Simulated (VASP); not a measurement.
# BaTiO3 (P4mm) in VASP: further runs

The runs below take BaTiO3 through single point, with PBE.

Program: VASP 6.6.1. These are calculated values, not measurements. Logs are shortened: lines on timing, memory, paths and dates and some standing lists are left out, and cuts for length are marked.

**1. The cell of the first run**

The structure is tetragonal, space group P4mm (No. 99). The conventional cell has a = 4.045 Å, b = 4.045 Å, c = 4.076 Å, α = 90.00°, β = 90.00°, γ = 90.00°. Within 3.7 Å of Ba (site symmetry 4mm) lie 12 O at 2.78 to 2.96 Å and 8 Ti at 3.47 to 3.55 Å. Within 2.3 Å of Ti (site symmetry 4mm) lie 5 O at 1.76 to 2.03 Å. Within 2.3 Å of O (site symmetry 4mm) lie 1 Ti at 1.76 Å. O (site symmetry 2mm) has 2 Ti at 2.03 Å within 2.7 Å.

**2. Single point, PBE (strain +0.015 along x and y, -0.030 along z)**

Input file INCAR:

```
SYSTEM = BaTiO3
  PREC = Accurate
  ENCUT = 520
  EDIFF = 1E-6
  ISMEAR = 0
  SIGMA = 0.05
  LREAL = .False.
  LASPH = .True.
  NELM = 80
  ALGO = Normal
  ISIF = 2
  LWAVE = .False.
  LCHARG = .False.
  GGA = PE
  NBANDS = 28
```

Input file KPOINTS:

```
Automatic mesh
0
Gamma
  8 8 6
  0 0 0
```

Input file POSCAR:

```
BaTiO3
1.0
    4.0451339662      0.0000000000      0.0000000000
    0.0000000000      4.0451339662      0.0000000000
    0.0000000000      0.0000000000      4.0757530286
Ba Ti O
1 1 3
Direct
    0.0000000000      0.0000000000      0.9863187693
    0.5000000000      0.5000000000      0.4690806688
    0.5000000000      0.5000000000      0.0378497747
    0.5000000000      0.0000000000      0.5173753936
    0.0000000000      0.5000000000      0.5173753936
```

Potentials or basis: VASP PAW PBE potentials, release 64 (Ba_sv, Ti_sv, O).

Command:

```sh
cat potpaw_PBE.64/Ba_sv/POTCAR potpaw_PBE.64/Ti_sv/POTCAR potpaw_PBE.64/O/POTCAR > POTCAR
mpirun -np 1 vasp_std > vasp.out
```

OUTCAR:

```text
SYSTEM = BaTiO3
   PREC = Accurate
   ENCUT = 520
   EDIFF = 1E-6
   ISMEAR = 0
   LREAL = .False.
   LASPH = .True.
   NELM = 80
   ISIF = 2
   GGA = PE

 ion  position               nearest neighbor table
   1  0.000  0.000  0.986-   4 2.78   5 2.78   5 2.78   4 2.78   3 2.87   3 2.87   3 2.87   3 2.87
                             4 2.96   5 2.96   5 2.96   4 2.96   2 3.47   2 3.47   2 3.47   2 3.47
   2  0.500  0.500  0.469-   3 1.76   4 2.03   5 2.03   4 2.03   5 2.03   3 2.32   1 3.47   1 3.47
                             1 3.47   1 3.47   1 3.55   1 3.55   1 3.55   1 3.55
   3  0.500  0.500  0.038-   2 1.76   2 2.32   1 2.87   1 2.87   1 2.87   1 2.87
   4  0.500  0.000  0.517-   2 2.03   2 2.03   1 2.78   1 2.78   1 2.96   1 2.96
   5  0.000  0.500  0.517-   2 2.03   2 2.03   1 2.78   1 2.78   1 2.96   1 2.96

  LATTYP: Found a simple tetragonal cell.
 ALAT       =     4.0451339662
 C/A-ratio  =     1.0075693568

  Lattice vectors:

 A1 = (   4.0451339662,   0.0000000000,   0.0000000000)
 A2 = (   0.0000000000,   4.0451339662,   0.0000000000)
 A3 = (   0.0000000000,   0.0000000000,   4.0757530286)

Analysis of symmetry for initial positions (statically):
=====================================================================
 Subroutine PRICEL returns:
 Original cell was already a primitive cell.

 Routine SETGRP: Setting up the symmetry group for a
 simple tetragonal supercell.

 Subroutine GETGRP returns: Found  8 space group operations
 (whereof  8 operations were pure point group operations)
 out of a pool of 16 trial point group operations.

The static configuration has the point symmetry C_4v.

Analysis of symmetry for dynamics (positions and initial velocities):
=====================================================================
 Subroutine PRICEL returns:
 Original cell was already a primitive cell.

 Routine SETGRP: Setting up the symmetry group for a
 simple tetragonal supercell.

 Subroutine GETGRP returns: Found  8 space group operations
 (whereof  8 operations were pure point group operations)
 out of a pool of 16 trial point group operations.

The dynamic configuration has the point symmetry C_4v.

 Subroutine INISYM returns: Found  8 space group operations
 (whereof  8 operations are pure point group operations),
 and found     1 'primitive' translations

----------------------------------------------------------------------------------------

                                     Primitive cell

[... 97 lines left out ...]
   LREAL  =      F    real-space projection
   EDIFFG = 0.1E-04   stopping-criterion for IOM
   NSW    =      0    number of steps for IOM
   IBRION =     -1    ionic relax: 0-MD 1-quasi-New 2-CG
   NFREE  =      0    steps in history (QN), initial steepest desc. (CG)
   ISIF   =      2    stress and relaxation
   ISYM   =      2    0-nonsym 1-usesym 2-fastsym
   POTIM  = 0.5000    time-step for ionic-motion
   TEBEG  =    0.0;   TEEND  =   0.0 temperature during run
   PSTRESS=    0.0 pullay stress
   NELECT =      40.0000    total number of electrons
   NUPDOWN=      -1.0000    fix difference up-down
   EMIN   =  10.00;   EMAX   =-10.00  energy-range for DOS
   EFERMI =   0.00;   METHOD = LEGACY
   ISMEAR =     0;   SIGMA  =   0.05  broadening in eV -4-tet -1-fermi 0-gaus
   EFERMI_NEDOS =   21; number of points for ismear=-14 and -15
   IALGO  =     38    algorithm
   IMIX   =      4    mixing-type and parameters
     AMIX     =   0.40;   BMIX     =  1.00
     AMIX_MAG =   1.60;   BMIX_MAG =  1.00
  volume/ion in A,a.u.               =      13.34        90.01
  Fermi-wavevector in a.u.,A,eV,Ry     =   1.380608  2.608970 25.933758  1.906077
  Thomas-Fermi vector in A             =   2.505469
   LORBIT       =      0    0 simple, 1 ext, 2 COOP (PROOUT), +10 PAW based schemes
   GGA     = PE    functional components
   LHFCALC =     F    Hartree Fock is set to
   AEXX    =    0.0000 exact exchange contribution
   IVDW    =     0    specifies the selected vdW correction
   LEPSILON=     F    determine dielectric tensor
   LRPA    =     F    only Hartree local field effects (RPA)
 non-spin polarized calculation
 Gauss-broadening in eV      SIGMA  =   0.05
  energy-cutoff  :      520.00
  volume of cell :       66.69
 maximum number of plane-waves:      1815
   NGX = 15   NGY = 15   NGZ = 15

 number of electron      39.9999982 magnetization

 Free energy of the ion-electron system (eV)
  ---------------------------------------------------
  ext. energy  EPLUGINS =         0.00000000
  ---------------------------------------------------
  free energy    TOTEN  =       -39.98632284 eV

  energy without entropy =      -39.98632284  energy(sigma->0) =      -39.98632284

 E-fermi :   4.0709     XC(G=0): -11.0266

 val. band max:        3.6809860013   @ k =   0.5000   0.5000   0.5000
 cond. band min:       5.4925143318   @ k =   0.0000   0.0000   0.0000
 fundamental gap:      1.8115283305
 Fermi energy:         4.0708978216

 k-point     1 :       0.0000    0.0000    0.0000
  band No.  band energies     occupation
      1     -52.8904      2.00000
      2     -29.2759      2.00000
      3     -29.0791      2.00000
      4     -29.0791      2.00000
      5     -21.4241      2.00000
      6     -13.3268      2.00000
[... 733 lines left out ...]
     27      11.3334      0.00000
     28      12.1144      0.00000

 [... further k-points ...]

------------------------ aborting loop because EDIFF is reached ----------------------------------------

  FORCE on cell =-STRESS in cart. coord.  units (eV):
  Direction    XX          YY          ZZ          XY          YZ          ZX
  --------------------------------------------------------------------------------------
  -------------------------------------------------------------------------------------
  Total       -0.3649843     -0.3649843      3.2133243      0.0000000      0.0000000      0.0000000
  in kB       -8.7682132     -8.7682132     77.1954073      0.0000000      0.0000000      0.0000000
  external PRESSURE =      19.8863270 kB  Pullay stress =       0.0000000 kB

 VOLUME and BASIS-vectors are now :
 -----------------------------------------------------------------------------
  energy-cutoff  :      520.00
  volume of cell :       66.69
      direct lattice vectors                 reciprocal lattice vectors
     4.045133966  0.000000000  0.000000000     0.247210601  0.000000000  0.000000000
     0.000000000  4.045133966  0.000000000     0.000000000  0.247210601  0.000000000
     0.000000000  0.000000000  4.075753029     0.000000000  0.000000000  0.245353434

 POSITION                                       TOTAL-FORCE (eV/Angst)
 -----------------------------------------------------------------------------------
      0.00000      0.00000      4.01999         0.000000     -0.000000      0.101929
      2.02257      2.02257      1.91186        -0.000000      0.000000      1.008488
      2.02257      2.02257      0.15427        -0.000000      0.000000     -0.997454
      2.02257      0.00000      2.10869        -0.000000     -0.000000     -0.056482
      0.00000      2.02257      2.10869         0.000000     -0.000000     -0.056482
 -----------------------------------------------------------------------------------
    total drift:                                0.000000      0.000000      0.000474

  FREE ENERGIE OF THE ION-ELECTRON SYSTEM (eV)
  ---------------------------------------------------
  free  energy   TOTEN  =       -39.9863228403 eV

  energy  without entropy=      -39.9863228403  energy(sigma->0) =      -39.98632284
```

stdout:

```text
POSCAR found type information on POSCAR BaTiO
 POSCAR found :  3 types and       5 ions
 scaLAPACK will be used
 LDA part: xc-table for (Slater+PW92), standard interpolation
 POSCAR, INCAR and KPOINTS ok, starting setup
 FFT: planning ... GRIDC
 FFT: planning ... GRID_SOFT
 FFT: planning ... GRID
 WAVECAR not read
 entering main loop
```

Wall time 46 s (1 thread of Intel Xeon 6975P-C (Granite Rapids), shared host); peak memory 0.24 GiB.

What came out:

```
Free energy            : -39.9863 eV
Pressure               : 2.0 GPa
Largest force          : 1.008 eV/Å
Band gap on the k mesh : 1.81 eV, indirect (least direct gap 2.29 eV)
```

Forces in eV/Å, atoms in the order of the input:
```
Ba   0.000  0.000  0.102
Ti   0.000  0.000  1.008
O    0.000  0.000 -0.997
O    0.000  0.000 -0.056
O    0.000  0.000 -0.056
```

Stress tensor (GPa, compression positive):
```
-0.88  0.00  0.00
 0.00 -0.88  0.00
 0.00  0.00  7.72
```

Caveat: the cell differs from its parent crystal (strain +0.015 along x and y, -0.030 along z); spin-orbit coupling is left out, which moves the levels of the heavy elements; forces of over 1 eV/Å act on the atoms, so gaps and moduli don't describe the material at rest. A k mesh can miss the band edges.

**3. Single point, PBE (strain +0.000 along x and y, +0.015 along z)**

Input file INCAR:

```
SYSTEM = BaTiO3
PREC = Accurate
ENCUT = 520
EDIFF = 1E-6
ISMEAR = 0
SIGMA = 0.05
LREAL = .False.
LASPH = .True.
NELM = 100
ALGO = Normal
ISIF = 2
LWAVE = .False.
LCHARG = .False.
GGA = PE
NBANDS = 28
```

KPOINTS is that of step 2.

POSCAR: that of step 2 with these lines changed.

```diff
@@ -2,5 +2,5 @@
 1.0
-    4.0451339662      0.0000000000      0.0000000000
-    0.0000000000      4.0451339662      0.0000000000
-    0.0000000000      0.0000000000      4.0757530286
+    3.9853536613      0.0000000000      0.0000000000
+    0.0000000000      3.9853536613      0.0000000000
+    0.0000000000      0.0000000000      4.2648343547
 Ba Ti O
```

Potentials or basis: VASP PAW PBE potentials, release 64 (Ba_sv, Ti_sv, O).

Command:

```sh
cat potpaw_PBE.64/Ba_sv/POTCAR potpaw_PBE.64/Ti_sv/POTCAR potpaw_PBE.64/O/POTCAR > POTCAR
mpirun -np 1 vasp_std > vasp.out
```

OUTCAR:

```text
SYSTEM = BaTiO3
   PREC = Accurate
   ENCUT = 520
   EDIFF = 1E-6
   ISMEAR = 0
   LREAL = .False.
   LASPH = .True.
   NELM = 100
   ISIF = 2
   GGA = PE

 ion  position               nearest neighbor table
   1  0.000  0.000  0.986-   4 2.82   5 2.82   5 2.82   4 2.82   3 2.83   3 2.83   3 2.83   3 2.83
                             4 3.02   5 3.02   5 3.02   4 3.02   2 3.49   2 3.49   2 3.49   2 3.49
   2  0.500  0.500  0.469-   3 1.84   4 2.00   5 2.00   4 2.00   5 2.00   3 2.43   1 3.49   1 3.49
                             1 3.49   1 3.49   1 3.58   1 3.58   1 3.58   1 3.58
   3  0.500  0.500  0.038-   2 1.84   2 2.43   1 2.83   1 2.83   1 2.83   1 2.83
   4  0.500  0.000  0.517-   2 2.00   2 2.00   1 2.82   1 2.82   1 3.02   1 3.02
   5  0.000  0.500  0.517-   2 2.00   2 2.00   1 2.82   1 2.82   1 3.02   1 3.02

  LATTYP: Found a simple tetragonal cell.
 ALAT       =     3.9853536613
 C/A-ratio  =     1.0701269491

  Lattice vectors:

 A1 = (   3.9853536613,   0.0000000000,   0.0000000000)
 A2 = (   0.0000000000,   3.9853536613,   0.0000000000)
 A3 = (   0.0000000000,   0.0000000000,   4.2648343547)

Analysis of symmetry for initial positions (statically):
=====================================================================
 Subroutine PRICEL returns:
 Original cell was already a primitive cell.

 Routine SETGRP: Setting up the symmetry group for a
 simple tetragonal supercell.

 Subroutine GETGRP returns: Found  8 space group operations
 (whereof  8 operations were pure point group operations)
 out of a pool of 16 trial point group operations.

The static configuration has the point symmetry C_4v.

Analysis of symmetry for dynamics (positions and initial velocities):
=====================================================================
 Subroutine PRICEL returns:
 Original cell was already a primitive cell.

[... 132 lines left out ...]
     AMIX     =   0.40;   BMIX     =  1.00
     AMIX_MAG =   1.60;   BMIX_MAG =  1.00
  volume/ion in A,a.u.               =      13.55        91.42
  Fermi-wavevector in a.u.,A,eV,Ry     =   1.373461  2.595464 25.665947  1.886394
  Thomas-Fermi vector in A             =   2.498975
   LORBIT       =      0    0 simple, 1 ext, 2 COOP (PROOUT), +10 PAW based schemes
   GGA     = PE    functional components
   LHFCALC =     F    Hartree Fock is set to
   AEXX    =    0.0000 exact exchange contribution
   IVDW    =     0    specifies the selected vdW correction
   LEPSILON=     F    determine dielectric tensor
   LRPA    =     F    only Hartree local field effects (RPA)
 non-spin polarized calculation
 Gauss-broadening in eV      SIGMA  =   0.05
  energy-cutoff  :      520.00
  volume of cell :       67.74
 maximum number of plane-waves:      1848
 NGX is ok and might be reduce to    30
   NGX = 15   NGY = 15   NGZ = 15

 number of electron      39.9999980 magnetization

 Free energy of the ion-electron system (eV)
  ---------------------------------------------------
  ext. energy  EPLUGINS =         0.00000000
  ---------------------------------------------------
  free energy    TOTEN  =       -40.03932946 eV

  energy without entropy =      -40.03932946  energy(sigma->0) =      -40.03932946

 E-fermi :   4.0630     XC(G=0): -10.9450

 val. band max:        3.6581706808   @ k =   0.5000   0.5000   0.5000
 cond. band min:       5.4079078833   @ k =   0.0000   0.0000   0.0000
 fundamental gap:      1.7497372025
 Fermi energy:         4.0630051743

 k-point     1 :       0.0000    0.0000    0.0000
  band No.  band energies     occupation
      1     -53.0776      2.00000
      2     -29.3906      2.00000
      3     -29.2704      2.00000
      4     -29.2704      2.00000
      5     -21.5982      2.00000
      6     -13.3488      2.00000
[... 733 lines left out ...]
     27      11.2355      0.00000
     28      11.7722      0.00000

 [... further k-points ...]

------------------------ aborting loop because EDIFF is reached ----------------------------------------

  FORCE on cell =-STRESS in cart. coord.  units (eV):
  Direction    XX          YY          ZZ          XY          YZ          ZX
  --------------------------------------------------------------------------------------
  -------------------------------------------------------------------------------------
  Total        0.0496335      0.0496335     -0.9200465      0.0000000      0.0000000      0.0000000
  in kB        1.1739489      1.1739489    -21.7612800      0.0000000      0.0000000      0.0000000
  external PRESSURE =      -6.4711274 kB  Pullay stress =       0.0000000 kB

 VOLUME and BASIS-vectors are now :
 -----------------------------------------------------------------------------
  energy-cutoff  :      520.00
  volume of cell :       67.74
      direct lattice vectors                 reciprocal lattice vectors
     3.985353661  0.000000000  0.000000000     0.250918760  0.000000000  0.000000000
     0.000000000  3.985353661  0.000000000     0.000000000  0.250918760  0.000000000
     0.000000000  0.000000000  4.264834355     0.000000000  0.000000000  0.234475695

 POSITION                                       TOTAL-FORCE (eV/Angst)
 -----------------------------------------------------------------------------------
      0.00000      0.00000      4.20649         0.000000      0.000000      0.007369
      1.99268      1.99268      2.00055         0.000000     -0.000000     -0.309027
      1.99268      1.99268      0.16142         0.000000      0.000000      0.349021
      1.99268      0.00000      2.20652         0.000000      0.000000     -0.023681
      0.00000      1.99268      2.20652        -0.000000      0.000000     -0.023681
 -----------------------------------------------------------------------------------
    total drift:                                0.000000      0.000000      0.000133

  FREE ENERGIE OF THE ION-ELECTRON SYSTEM (eV)
  ---------------------------------------------------
  free  energy   TOTEN  =       -40.0393294640 eV

  energy  without entropy=      -40.0393294640  energy(sigma->0) =      -40.03932946
```

OSZICAR:

```text
N       E                     dE             d eps       ncg     rms          rms(c)
DAV:   1     0.433775075334E+03    0.43378E+03   -0.20910E+04  3360   0.154E+03
DAV:   2    -0.264137966808E+01   -0.43642E+03   -0.41631E+03  3828   0.425E+02
DAV:   3    -0.486463487086E+02   -0.46005E+02   -0.45616E+02  4760   0.134E+02
DAV:   4    -0.507323408494E+02   -0.20860E+01   -0.20810E+01  4968   0.250E+01
DAV:   5    -0.508010044331E+02   -0.68664E-01   -0.68652E-01  4564   0.350E+00    0.229E+01
DAV:   6    -0.403430931893E+02    0.10458E+02   -0.57921E+01  4988   0.667E+01    0.103E+01
DAV:   7    -0.402610867609E+02    0.82006E-01   -0.12402E+01  4644   0.259E+01    0.697E+00
DAV:   8    -0.400512480972E+02    0.20984E+00   -0.60071E-01  4072   0.697E+00    0.384E+00
DAV:   9    -0.400763581389E+02   -0.25110E-01   -0.49904E-01  4908   0.637E+00    0.184E+00
DAV:  10    -0.400443707612E+02    0.31987E-01   -0.15644E-01  4372   0.373E+00    0.616E-01
DAV:  11    -0.400402249460E+02    0.41458E-02   -0.17024E-02  4496   0.125E+00    0.299E-01
DAV:  12    -0.400393007763E+02    0.92417E-03   -0.49007E-03  3816   0.454E-01    0.465E-02
DAV:  13    -0.400393809370E+02   -0.80161E-04   -0.29976E-04  4004   0.140E-01    0.605E-02
DAV:  14    -0.400393262702E+02    0.54667E-04   -0.16005E-04  4028   0.129E-01    0.101E-02
DAV:  15    -0.400393290427E+02   -0.27725E-05   -0.18748E-05  4700   0.282E-02    0.412E-03
DAV:  16    -0.400393294640E+02   -0.42133E-06   -0.17537E-06  2868   0.122E-02
   1 F= -.40039329E+02 E0= -.40039329E+02  d E =-.254092E-32
```

It took 47 s on 1 thread of Intel Xeon 6975P-C (Granite Rapids), shared host; peak memory 0.25 GiB.

Results:

```yaml
Free_energy: -40.0393 eV
Pressure: -0.6 GPa
Largest_force: 0.349 eV/Å
Band_gap_on_the_k_mesh: 1.75 eV, indirect (least direct gap 2.34 eV)
```

Forces on the atoms (eV/Å):
```
Ba   0.000  0.000  0.007
Ti   0.000  0.000 -0.309
O    0.000  0.000  0.349
O    0.000  0.000 -0.024
O    0.000  0.000 -0.024
```

Stress tensor (GPa, compression positive):
```
 0.12  0.00  0.00
 0.00  0.12  0.00
 0.00  0.00 -2.18
```

Caveat: the cell differs from its parent crystal (strain +0.000 along x and y, +0.015 along z); spin-orbit coupling is left out, which moves the levels of the heavy elements. A k mesh can miss the band edges.

**4. Single point, PBE (strain +0.015 along x and y, -0.015 along z)**

Input file INCAR:

```
PREC = Accurate
ENCUT = 520
EDIFF = 1E-6
ISMEAR = 0
SIGMA = 0.05
LREAL = False
LASPH = True
NELM = 100
ALGO = Normal
ISIF = 2
LWAVE = False
LCHARG = False
GGA = PE
NBANDS = 28
```

Input file KPOINTS:

```
regular mesh
0
Gamma
  8 8 6
```

POSCAR: that of step 3 with these lines changed.

```diff
@@ -2,5 +2,5 @@
 1.0
-    3.9853536613      0.0000000000      0.0000000000
-    0.0000000000      3.9853536613      0.0000000000
-    0.0000000000      0.0000000000      4.2648343547
+    4.0451339662      0.0000000000      0.0000000000
+    0.0000000000      4.0451339662      0.0000000000
+    0.0000000000      0.0000000000      4.1387801373
 Ba Ti O
```

Command:

```sh
cat potpaw_PBE.64/Ba_sv/POTCAR potpaw_PBE.64/Ti_sv/POTCAR potpaw_PBE.64/O/POTCAR > POTCAR
mpirun -np 1 vasp_std > vasp.out
```

It took 46 s on 1 thread of Intel Xeon 6975P-C (Granite Rapids), shared host; peak memory 0.25 GiB.

It converged, with:

```yaml
Free_energy: -40.0213 eV
Pressure: -0.6 GPa
Largest_force: 0.482 eV/Å
Band_gap_on_the_k_mesh: 1.77 eV, indirect (least direct gap 2.28 eV)
```

Forces in eV/Å, atoms in the order of the input:
```
Ba   0.000  0.000  0.063
Ti   0.000  0.000  0.482
O    0.000  0.000 -0.437
O    0.000  0.000 -0.054
O    0.000  0.000 -0.054
```

Stress tensor (GPa, compression positive):
```
-2.36  0.00  0.00
 0.00 -2.36  0.00
 0.00  0.00  2.92
```

Levels at points of the mesh, in eV from the valence-band top:
```
           k point  band 18  band 19  band 20  band 21  band 22  band 23
(0.00, 0.00, 0.00)    -0.85    -0.51    -0.51     1.77     2.46     2.46
(0.50, 0.00, 0.00)    -1.58    -1.51    -1.29     2.52     3.31     3.46
(0.50, 0.50, 0.00)    -1.25    -1.25    -0.07     3.49     3.49     3.77
(0.00, 0.00, 0.50)    -1.91    -0.72    -0.72     1.91     3.54     3.54
(0.50, 0.00, 0.50)    -1.05    -0.98    -0.44     3.36     3.55     3.73
(0.50, 0.50, 0.50)    -0.37    -0.37     0.00     3.93     3.96     3.96
```

Caveat: the cell differs from its parent crystal (strain +0.015 along x and y, -0.015 along z); spin-orbit coupling is left out, which moves the levels of the heavy elements. A k mesh can miss the band edges.

(Continued in part 2 of 2.)
